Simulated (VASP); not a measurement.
Here is a VASP 6.6.1 calculation.

The input INCAR:

```
SYSTEM = GaP
PREC     = Accurate       ! precision mode
ENCUT    = 520            ! plane-wave cutoff, eV
EDIFF    = 1E-6           ! SCF threshold, eV
ISMEAR   = 0              ! smearing method
SIGMA    = 0.01           ! smearing width, eV
LREAL    = .FALSE.        ! projectors in reciprocal space
LASPH    = .TRUE.         ! aspherical terms in the spheres
NELM     = 100            ! most SCF steps
ALGO     = Normal         ! electronic algorithm
ISIF     = 2              ! what is computed and relaxed
LWAVE    = .FALSE.        ! write WAVECAR
LCHARG   = .FALSE.        ! write CHGCAR
GGA      = PE             ! functional
NBANDS   = 16             ! bands
```

KPOINTS

```
regular mesh
0
G
  8 8 8
  0 0 0
```

POSCAR

```
GaP
1.0
    0.0000000000      2.5469988321      2.5469988321
    2.5469988321      0.0000000000      2.5469988321
    2.5469988321      2.5469988321      0.0000000000
Ga P
1 1
Direct
    0.0000000000      0.0000000000      0.0000000000
    0.7500000000      0.7500000000      0.7500000000
```

Potentials or basis: VASP PAW PBE potentials, release 64 (Ga_d, P).

Run with:

```sh
$ cat potpaw_PBE.64/Ga_d/POTCAR potpaw_PBE.64/P/POTCAR > POTCAR
$ mpirun -np 1 vasp_std > vasp.out
```

What does it give for the band gap on the k mesh?

1.15 eV (least direct gap 3.57 eV).

What does it give for the pressure?

29.7 GPa.

Caveat: the cell stands under pressure. A k mesh can miss the band edges.
